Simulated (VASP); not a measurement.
AlAg: single point with PBEsol

Slab: AlAg, a slab with vacuum.

```xyz
4
Lattice="2.9264 0.0000 0.0000 -1.4632 2.5343 0.0000 0.0000 0.0000 21.6414" Properties=species:S:1:pos:R:3 pbc="T T T"
Al    0.0000    0.0000    9.7138
Al    0.0000    0.0000   14.1414
Ag    1.4632    0.8448    7.5000
Ag    1.4632    0.8448   11.9276
```

* Program: VASP 6.6.1
* Task: single point
* Functional: PBEsol
* Potentials or basis: VASP PAW PBE potentials, release 64 (Al, Ag)
* Cutoff: 400 eV
* k mesh: 7 × 7 × 1
* Occupations: fermi-dirac, width 0.1 eV
* Spin: no spin polarisation

| Item | Value |
| --- | --- |
| Largest force | 0.282 eV/Å |
| Band gap on the k mesh | zero (band 14 reaches 1.16 eV, above the bottom of band 15 at -0.19 eV) |

Forces in eV/Å, atoms in the order of the input:
```
Al   0.000  0.000 -0.278
Al   0.000  0.000  0.282
Ag   0.000  0.000  0.225
Ag   0.000  0.000 -0.229
```

Levels at points of the mesh, in eV from the Fermi level:
```csv
k point,band 10,band 11,band 12,band 13,band 14,band 15,band 16,band 17,band 18,band 19
"(0.00, 0.00, 0.00)",-4.86,-4.86,-3.99,-3.99,-3.06,-1.17,2.40,3.84,4.90,5.01
```

It took 44 s on 1 thread of Intel(R) Xeon(R) Platinum 8488C (Sapphire Rapids) (shared host), peak memory 0.23 GiB.

Caveat: the PAW data sets were made with another functional, which shifts forces and pressure a little.
